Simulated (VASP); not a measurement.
# Pb (C2/m) in VASP: further runs

Runs on Pb. Level: PBE. Tasks: vibrations by perturbation theory.

Program: VASP 6.6.1. These are calculated values, not measurements. Logs are shortened: lines on timing, memory, paths and dates and some standing lists are left out, and cuts for length are marked.

### Step 1. The cell of the first run

It takes space group C2/m (No. 12, monoclinic). Conventional cell: a = 6.077 Å, b = 3.501 Å, c = 6.452 Å, α = 90.00°, β = 109.14°, γ = 90.00°. Within 4.4 Å of Pb (site symmetry m) lie 10 Pb at 3.34 to 3.51 Å.

### Step 2. Vibrations by perturbation theory, PBE

INCAR reads:

```
ALGO = Normal ; EDIFF = 1E-8
ENCUT = 500 ; GGA = PE
GGA_COMPAT = False ; IBRION = 8
ISIF = 2 ; ISMEAR = -1
LASPH = True ; LCHARG = True
LREAL = False ; LWAVE = False
NBANDS = 21 ; NELM = 120
NSW = 1 ; PREC = Accurate
SIGMA = 0.05
```

KPOINTS reads:

```
k-points
0
Gamma
  7 7 4
```

POSCAR reads:

```
Pb
1.0
    3.0386068135     -1.7503199600      0.0000000000
    3.0386068135      1.7503199600      0.0000000000
   -2.1154626375      0.0000000000      6.0952248674
Pb
2
Direct
    0.9085084100      0.9085084100      0.7262922000
    0.0914915900      0.0914915900      0.2737078000
```

Potentials or basis: VASP PAW PBE potentials, release 64 (Pb_d).

The run is started by

```bash
cat potpaw_PBE.64/Pb_d/POTCAR > POTCAR
mpirun -np 1 vasp_std > vasp.out
```

OUTCAR:

```text
EDIFF = 1E-8
   ENCUT = 500
   GGA = PE
   IBRION = 8
   ISIF = 2
   ISMEAR = -1
   LASPH = True
   LREAL = False
   NELM = 120
   NSW = 1
   PREC = Accurate

 ion  position               nearest neighbor table
   1  0.909  0.909  0.726-   2 3.34   2 3.41   2 3.41   2 3.45
   2  0.091  0.091  0.274-   1 3.34   1 3.41   1 3.41   1 3.45

  LATTYP: Found a base centered monoclinic cell.
 ALAT       =     6.0772136270
 B/A-ratio  =     0.5760271293
 C/A-ratio  =     1.0616534713
 COS(beta)  =    -0.3278823751

  Lattice vectors:

 A1 = (   3.0386068135,  -1.7503199600,   0.0000000000)
 A2 = (   3.0386068135,   1.7503199600,   0.0000000000)
 A3 = (  -2.1154626375,   0.0000000000,   6.0952248674)

Analysis of symmetry for initial positions (statically):
=====================================================================
 Subroutine PRICEL returns:
 Original cell was already a primitive cell.

 Routine SETGRP: Setting up the symmetry group for a
 base centered monoclinic supercell.

 Subroutine GETGRP returns: Found  4 space group operations
 (whereof  4 operations were pure point group operations)
 out of a pool of  4 trial point group operations.

The static configuration has the point symmetry C_2h.

Analysis of symmetry for dynamics (positions and initial velocities):
=====================================================================
 Subroutine PRICEL returns:
 Original cell was already a primitive cell.

 Routine SETGRP: Setting up the symmetry group for a
 base centered monoclinic supercell.

 Subroutine GETGRP returns: Found  4 space group operations
 (whereof  4 operations were pure point group operations)
 out of a pool of  4 trial point group operations.

The dynamic configuration has the point symmetry C_2h.

 Subroutine INISYM returns: Found  4 space group operations
 (whereof  4 operations are pure point group operations),
 and found     1 'primitive' translations

----------------------------------------------------------------------------------------

                                     Primitive cell

  volume of cell :      64.8353

  direct lattice vectors                    reciprocal lattice vectors
     3.038606813 -1.750319960  0.000000000     0.164549095 -0.285662057  0.057109864
     3.038606813  1.750319960  0.000000000     0.164549095  0.285662057  0.057109864
    -2.115462637  0.000000000  6.095224867     0.000000000  0.000000000  0.164062856

  length of vectors
     3.506672401  3.506672401  6.451894943     0.334575480  0.334575480  0.164062856

  position of ions in fractional coordinates (direct lattice)
     0.908508410  0.908508410  0.726292200
     0.091491590  0.091491590  0.273707800

  ion indices of the primitive-cell ions
   primitive index   ion index
                 1           1
                 2           2

----------------------------------------------------------------------------------------

 KPOINTS: k-points

Automatic generation of k-mesh.
 Grid dimensions read from file:
 generate k-points for:    7    7    4

 Generating k-lattice:

  Cartesian coordinates                     Fractional coordinates (reciprocal lattice)
     0.023507014 -0.040808865  0.008158552     0.142857143  0.000000000  0.000000000
     0.023507014  0.040808865  0.008158552     0.000000000  0.142857143  0.000000000
     0.000000000  0.000000000  0.041015714     0.000000000  0.000000000  0.250000000

  Length of vectors
     0.047796497  0.047796497  0.041015714

  Shift w.r.t. Gamma in fractional coordinates (k-lattice)
     0.000000000  0.000000000  0.000000000

 Subroutine IBZKPT returns following result:
 ===========================================

 Found     60 irreducible k-points:

 Following reciprocal coordinates:
            Coordinates               Weight
  0.000000  0.000000  0.000000      1.000000
  0.142857  0.000000  0.000000      4.000000
  0.285714  0.000000  0.000000      4.000000
  0.428571  0.000000 -0.000000      4.000000
  0.142857  0.142857  0.000000      2.000000
  0.285714  0.142857  0.000000      4.000000
[... 16 lines left out ...]
 -0.142857 -0.000000  0.250000      4.000000
  0.142857  0.142857  0.250000      2.000000
 [... further k-points ...]
   k-points           NKPTS =     60   k-points in BZ     NKDIM =     60   number of bands    NBANDS=     21
   number of dos      NEDOS =    301   number of ions     NIONS =      2
   total plane-waves  NPLWV =  37632
   dimension x,y,z NGX =    28 NGY =   28 NGZ =   48
   dimension x,y,z NGXF=    56 NGYF=   56 NGZF=   96
   ions per type =               2
[... 21 lines left out ...]
   TEBEG  =    0.0;   TEEND  =   0.0 temperature during run
   PSTRESS=    0.0 pullay stress
   NELECT =      28.0000    total number of electrons
   NUPDOWN=      -1.0000    fix difference up-down
   EMIN   =  10.00;   EMAX   =-10.00  energy-range for DOS
   EFERMI =   0.00;   METHOD = LEGACY
   ISMEAR =    -1;   SIGMA  =   0.05  broadening in eV -4-tet -1-fermi 0-gaus
   EFERMI_NEDOS =   21; number of points for ismear=-14 and -15
   IALGO  =     38    algorithm
   IMIX   =      4    mixing-type and parameters
     AMIX     =   0.40;   BMIX     =  1.00
     AMIX_MAG =   1.60;   BMIX_MAG =  1.00
  volume/ion in A,a.u.               =      32.42       218.77
  Fermi-wavevector in a.u.,A,eV,Ry     =   1.237438  2.338420 20.833975  1.531254
  Thomas-Fermi vector in A             =   2.372006
   LORBIT       =      0    0 simple, 1 ext, 2 COOP (PROOUT), +10 PAW based schemes
   GGA     = PE    functional components
   LHFCALC =     F    Hartree Fock is set to
   AEXX    =    0.0000 exact exchange contribution
   IVDW    =     0    specifies the selected vdW correction
   LEPSILON=     F    determine dielectric tensor
   LRPA    =     F    only Hartree local field effects (RPA)
 non-spin polarized calculation
  energy-cutoff  :      500.00
  volume of cell :       64.84
 maximum number of plane-waves:      1664
 NGX is ok and might be reduce to    28
   NGX = 13   NGY = 13   NGZ = 23

--------------------------------------- Ionic step        1  -------------------------------------------

 number of electron      27.9999996 magnetization

 Free energy of the ion-electron system (eV)
  ---------------------------------------------------
  ext. energy  EPLUGINS =         0.00000000
  ---------------------------------------------------
  free energy    TOTEN  =        -7.00600806 eV

  energy without entropy =       -6.99787754  energy(sigma->0) =       -7.00194280

 E-fermi :   6.6207     XC(G=0):  -9.8206

 val. band max:        6.6145001343   @ k =  -0.1429   0.1429   0.5000
 cond. band min:       6.6569516799   @ k =   0.4286   0.4286   0.5000
 fundamental gap:      0.0424515456
 Fermi energy:         6.6206999304

 k-point     1 :       0.0000    0.0000    0.0000
  band No.  band energies     occupation
      1     -10.6064      2.00000
      2     -10.5010      2.00000
      3     -10.5005      2.00000
      4     -10.4980      2.00000
      5     -10.4977      2.00000
      6     -10.4713      2.00000
[... 565 lines left out ...]
     20      16.5144      0.00000
     21      17.3833      0.00000

 [... further k-points ...]

------------------------ aborting loop because EDIFF is reached ----------------------------------------

  FORCE on cell =-STRESS in cart. coord.  units (eV):
  Direction    XX          YY          ZZ          XY          YZ          ZX
  --------------------------------------------------------------------------------------
  -------------------------------------------------------------------------------------
  Total       -0.0419818      0.0922958      1.3050115      0.0000000      0.0000000      0.1207474
  in kB       -1.0374334      2.2807660     32.2487775      0.0000000      0.0000000      2.9838484
  external PRESSURE =      11.1640367 kB  Pullay stress =       0.0000000 kB

 VOLUME and BASIS-vectors are now :
 -----------------------------------------------------------------------------
  energy-cutoff  :      500.00
  volume of cell :       64.84
      direct lattice vectors                 reciprocal lattice vectors
     3.038606813 -1.750319960  0.000000000     0.164549095 -0.285662057  0.057109864
     3.038606813  1.750319960  0.000000000     0.164549095  0.285662057  0.057109864
    -2.115462637  0.000000000  6.095224867     0.000000000  0.000000000  0.164062856

 POSITION                                       TOTAL-FORCE (eV/Angst)
 -----------------------------------------------------------------------------------
      3.98476      0.00000      4.42691         0.022995      0.000000      0.074094
     -0.02300      0.00000      1.66831        -0.022995      0.000000     -0.074094
 -----------------------------------------------------------------------------------
    total drift:                                0.000000      0.000000     -0.000000

  FREE ENERGIE OF THE ION-ELECTRON SYSTEM (eV)
  ---------------------------------------------------
  free  energy   TOTEN  =        -7.0060080589 eV

  energy  without entropy=       -6.9978775419  energy(sigma->0) =       -7.00194280

[... ionic steps 2 to 3 ...]

--------------------------------------- Ionic step        4  -------------------------------------------

------------------------ aborting loop because EDIFF is reached ----------------------------------------

--------------------------------------- Ionic step        5  -------------------------------------------

------------------------ aborting loop because EDIFF is reached ----------------------------------------

--------------------------------------- Ionic step        6  -------------------------------------------

 Free energy of the ion-electron system (eV)
  ---------------------------------------------------
  ---------------------------------------------------
  free energy    TOTEN  =        -0.35886896 eV

  energy without entropy =       -0.35888043

------------------------ aborting loop because EDIFF is reached ----------------------------------------

 INTERNAL STRAIN TENSOR  FOR ION    1  DIRECTION 3   (eV/Angst):
 -----------------------------------------------------------------------------
    -2.81064  0.00000  0.12362
     0.00000 -3.25509  0.00000
     0.22859  0.00000 -1.15106

 INTERNAL STRAIN TENSOR FOR ION    2 for displacements in x,y,z  (eV/Angst):
          X           Y           Z          XY          YZ          ZX
  --------------------------------------------------------------------------------
  x    -0.58039     0.81826     0.24281     0.00000     0.00000     1.10985
  y     0.00000     0.00000     0.00000     0.91954     0.86197     0.00000
  z     2.81064     3.25509     1.15106     0.00000     0.00000    -0.12362

 SECOND DERIVATIVES (NOT SYMMETRIZED)
 ------------------------------------
               1X          1Y          1Z          2X          2Y          2Z
  1X    -0.200195    0.000000    0.019372    0.200195    0.000000   -0.019372
  1Y     0.000000   -0.201509    0.000000    0.000000    0.201509    0.000000
  1Z     0.019314    0.000000   -3.139681   -0.019314    0.000000    3.139681
  2X     0.200195    0.000000   -0.019372   -0.200195    0.000000    0.019372
  2Y     0.000000    0.201509    0.000000    0.000000   -0.201509    0.000000
  2Z    -0.019314    0.000000    3.139681    0.019314    0.000000   -3.139681

 Eigenvectors and eigenvalues of the dynamical matrix
 ----------------------------------------------------

   1 f  =    2.721588 THz    17.100242 2PiTHz   90.782406 cm-1    11.255579 meV
             X         Y         Z           dx          dy          dz
      3.984756  0.000000  4.426914    -0.004653    0.000000    0.707091
     -0.023005  0.000000  1.668311     0.004653   -0.000000   -0.707091
[... 11 lines left out ...]
   4 f  =    0.000000 THz     0.000000 2PiTHz    0.000000 cm-1     0.000000 meV
             X         Y         Z           dx          dy          dz
      3.984756  0.000000  4.426914     0.707106   -0.000723   -0.000400
     -0.023005  0.000000  1.668311     0.707106   -0.000723   -0.000400

   5 f/i=    0.000000 THz     0.000000 2PiTHz    0.000001 cm-1     0.000000 meV
             X         Y         Z           dx          dy          dz
      3.984756  0.000000  4.426914     0.000612    0.688109   -0.162803
     -0.023005  0.000000  1.668311     0.000612    0.688109   -0.162803

   6 f/i=    0.000000 THz     0.000000 2PiTHz    0.000001 cm-1     0.000000 meV
             X         Y         Z           dx          dy          dz
      3.984756  0.000000  4.426914    -0.000556   -0.162803   -0.688110
     -0.023005  0.000000  1.668311    -0.000556   -0.162803   -0.688110

--------------------------------------------------------------------------------------------------------

 ELASTIC MODULI CONTR FROM IONIC RELAXATION (kBar)
 Direction    XX          YY          ZZ          XY          YZ          ZX
 --------------------------------------------------------------------------------
 XX        -101.3349    -13.7076     -8.0836     -0.0000     -0.0000     79.8667
 YY         -13.7076   -170.1937    -55.3652     -0.0000     -0.0000   -111.6686
 ZZ          -8.0836    -55.3652    -18.1417     -0.0000     -0.0000    -33.1133
 XY          -0.0000     -0.0000     -0.0000   -103.6925    -97.2006      0.0000
 YZ          -0.0000     -0.0000     -0.0000    -97.2006    -91.1152      0.0000
 ZX          79.8667   -111.6686    -33.1133      0.0000      0.0000   -152.0488
 --------------------------------------------------------------------------------
```

It took 7.4 min on 1 thread of Oxide Virtual Turin-like, shared host; peak memory 0.35 GiB.

Results:

```yaml
Highest_phonon_frequency_at_Γ: 91 cm⁻¹
```

Phonon frequencies in cm⁻¹ (negative: imaginary):
| q point | frequencies |
| --- | --- |
| (0.000, 0.000, 0.000) | 0 0 0 23 23 91 |

Caveat: the cell stands under pressure or tension, which shifts response properties; spin-orbit coupling is left out, which moves the levels of the heavy elements.

### Step 3. Vibrations by perturbation theory, PBE

INCAR reads:

```
PREC = Accurate
ENCUT = 500
EDIFF = 1E-8
ISMEAR = -1
SIGMA = 0.05
LREAL = False
LASPH = True
NELM = 120
ALGO = Normal
ISIF = 2
LWAVE = False
LCHARG = False
GGA = PE
IBRION = 8
NSW = 1
GGA_COMPAT = False
```

KPOINTS reads:

```
Automatic mesh
0
Gamma
  8 8 4
```

POSCAR is that of step 2.

Potentials or basis: VASP PAW PBE potentials, release 64 (Pb_d).

The run is started by

```bash
cat potpaw_PBE.64/Pb_d/POTCAR > POTCAR
mpirun -np 1 vasp_std > vasp.out
```

OUTCAR:

```text
PREC = Accurate
   ENCUT = 500
   EDIFF = 1E-8
   ISMEAR = -1
   LREAL = False
   LASPH = True
   NELM = 120
   ISIF = 2
   GGA = PE
   IBRION = 8
   NSW = 1

 ion  position               nearest neighbor table
   1  0.909  0.909  0.726-   2 3.34   2 3.41   2 3.41   2 3.45
   2  0.091  0.091  0.274-   1 3.34   1 3.41   1 3.41   1 3.45

  LATTYP: Found a base centered monoclinic cell.
 ALAT       =     6.0772136270
 B/A-ratio  =     0.5760271293
 C/A-ratio  =     1.0616534713
 COS(beta)  =    -0.3278823751
[... 773 lines left out ...]
 ----------------------------------------------------

   1 f  =    2.617502 THz    16.446250 2PiTHz   87.310466 cm-1    10.825113 meV
             X         Y         Z           dx          dy          dz
      3.984756  0.000000  4.426914     0.027894    0.000000    0.706556
     -0.023005  0.000000  1.668311    -0.027894   -0.000000   -0.706556
[... 11 lines left out ...]
   4 f  =    0.000000 THz     0.000000 2PiTHz    0.000000 cm-1     0.000000 meV
             X         Y         Z           dx          dy          dz
      3.984756  0.000000  4.426914    -0.005215   -0.634851    0.311346
     -0.023005  0.000000  1.668311    -0.005215   -0.634851    0.311346

   5 f/i=    0.000000 THz     0.000000 2PiTHz    0.000000 cm-1     0.000000 meV
             X         Y         Z           dx          dy          dz
      3.984756  0.000000  4.426914     0.707078   -0.003095    0.005533
     -0.023005  0.000000  1.668311     0.707078   -0.003095    0.005533

   6 f/i=    0.000000 THz     0.000000 2PiTHz    0.000000 cm-1     0.000000 meV
             X         Y         Z           dx          dy          dz
      3.984756  0.000000  4.426914     0.003605   -0.311375   -0.634849
     -0.023005  0.000000  1.668311     0.003605   -0.311375   -0.634849

--------------------------------------------------------------------------------------------------------

 ELASTIC MODULI CONTR FROM IONIC RELAXATION (kBar)
 Direction    XX          YY          ZZ          XY          YZ          ZX
 --------------------------------------------------------------------------------
 XX        -368.5233   -136.0249    130.7136      0.0000      0.0000    437.2813
 YY        -136.0249    -72.7573     10.6979      0.0000      0.0000     87.0339
 ZZ         130.7136     10.6979   -108.8912     -0.0000     -0.0000   -278.9434
 XY           0.0000      0.0000     -0.0000    -23.9809    -87.2324     -0.0000
 YZ           0.0000      0.0000     -0.0000    -87.2324   -317.3153     -0.0000
 ZX         437.2813     87.0339   -278.9434     -0.0000     -0.0000   -764.1474
 --------------------------------------------------------------------------------
```

OSZICAR:

```text
N       E                     dE             d eps       ncg     rms          rms(c)
DAV:   1     0.274741327508E+03    0.27474E+03   -0.14313E+04  2810   0.180E+03
DAV:   2     0.120085266344E+02   -0.26273E+03   -0.25951E+03  2810   0.427E+02
DAV:   3    -0.646372085890E+01   -0.18472E+02   -0.18259E+02  3424   0.142E+02
DAV:   4    -0.700174463801E+01   -0.53802E+00   -0.53690E+00  3368   0.291E+01
[... 60 lines left out ...]
RMM:  12    -0.358808676125E+00   -0.60832E-07   -0.34752E-09  4768   0.141E-04    0.697E-06
RMM:  13    -0.358808641513E+00    0.34612E-07    0.87840E-10  4331   0.693E-05    0.350E-06
RMM:  14    -0.358808621079E+00    0.20434E-07    0.10798E-08  4349   0.387E-05    0.149E-06
RMM:  15    -0.358808630740E+00   -0.96610E-08    0.48502E-09  4961   0.184E-05    0.677E-07
 Linear response finished
```

Wall time 13 min (1 thread of Oxide Virtual Turin-like, shared host); peak memory 0.38 GiB.

Results:

```
Highest phonon frequency at Γ : 87 cm⁻¹
```

Phonon frequencies in cm⁻¹ (negative: imaginary):
```tsv
q point	frequencies
(0.000, 0.000, 0.000)	0 0 0 8 20 87
```

Caveat: spin-orbit coupling is left out, which moves the levels of the heavy elements.
